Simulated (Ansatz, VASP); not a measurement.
**Al: VASP beside Ansatz**

```
Al
1.0
     0.00000    2.02481    2.02481
     2.02481    0.00000    2.02481
     2.02481    2.02481    0.00000
Al
1
Direct
  0.00000 0.00000 0.00000
```

Alike in both runs: task relaxation of cell and atoms; functional r2SCAN; k mesh 28 × 28 × 28; occupations gaussian, width 0.2 eV; no spin polarisation.

```csv
,VASP,Ansatz
version,VASP 6.6.1,Ansatz 0.2.0
potentials or method,"VASP PAW PBE potentials, release 64 (Al)","scalar-relativistic, plane waves, PAW"
plane-wave cutoff (eV),600,500
valence electrons in the cell,3,3
```

Ansatz gave:

* relaxed volume (Å³/atom): 15.92
* relaxed cell length with the largest relative difference (Å): 2.824

Task: What did VASP give for the same quantities?

Result: Relaxed volume (Å³/atom): 15.86; relaxed cell length with the largest relative difference (Å): 2.820.

VASP's potentials were made for PBE, not for r2SCAN.
